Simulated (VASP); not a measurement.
Input of a VASP 6.6.1 run:

File INCAR:

```
ALGO = Fast
EDIFF = 1E-6
EDIFFG = -0.001
ENCUT = 600
GGA = PS
IBRION = 2
ISIF = 3
ISMEAR = -1
LASPH = True
LCHARG = False
LREAL = False
LWAVE = False
NELM = 60
NSW = 80
PREC = Accurate
SIGMA = 0.15
```

The input KPOINTS:

```
k-points
0
Gamma
  20 20 20
```

POSCAR

```
Al
1.0
    0.0000000000      2.0077938131      2.0077938131
    2.0077938131      0.0000000000      2.0077938131
    2.0077938131      2.0077938131      0.0000000000
Al
1
Direct
    0.0000000000      0.0000000000      0.0000000000
```

Potentials or basis: VASP PAW PBE potentials, release 64 (Al).

Launch:

```console
$ cat potpaw_PBE.64/Al/POTCAR > POTCAR
$ mpirun -np 1 vasp_std > vasp.out
```

(1) What does it give for the relaxed cell?

(2) Estimate the relaxed volume.

(3) Predict the space group after relaxing (to 0.05 Å).

Answers

(1) a = 2.841 Å, b = 2.841 Å, c = 2.841 Å, α = 60.00°, β = 60.00°, γ = 60.00°.

(2) 16.21 Å³/atom.

(3) Fm-3m (No. 225).

Caveat: the PAW data sets were made with another functional, which shifts forces and pressure a little.
